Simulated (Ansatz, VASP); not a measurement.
# Two plane-wave programs on BaTiO3

```
CELL_PARAMETERS angstrom
3.98686 0.00000 0.00000
0.00000 3.98686 0.00000
0.00000 0.00000 4.19417
ATOMIC_POSITIONS crystal
Ba 0.00000 0.00000 0.98988
Ti 0.50000 0.50000 0.47260
O 0.50000 0.50000 0.04029
O 0.50000 0.00000 0.52011
O 0.00000 0.50000 0.52011
```

Alike in both runs: functional PBE; k mesh 6 × 6 × 6; occupations gaussian, width 0.05 eV; collinear spin.

Ansatz relaxed the structure, and its values are those at the end. VASP's run is a single point on that final structure, the one shown.

```csv
,VASP,Ansatz
version,VASP 6.6.1,Ansatz 0.2.0
potentials or method,"VASP PAW PBE potentials, release 64 (Ba_sv, Ti_sv, O), cutoff 520 eV","scalar-relativistic, plane waves, PAW"
valence electrons in the cell,40,40
```

|  | VASP | Ansatz | Ansatz less VASP |
| --- | --- | --- | --- |
| gap on the k mesh at the Fermi level (eV) | 1.79 | 1.84 | +0.055 |
| least direct gap on the mesh (eV) | 2.35 | 2.38 | +0.034 |
| pressure (GPa) | 1.6 | 0.0 | -1.56 |
| rms of the force components (eV/Å) | 0.032 | 0.002 | -0.0303 |
| net moment per atom (μB) | 0.00 | 0.00 | 0.000 |

Ansatz's warnings: seeded moment not kept.

Spin-orbit coupling is off throughout.
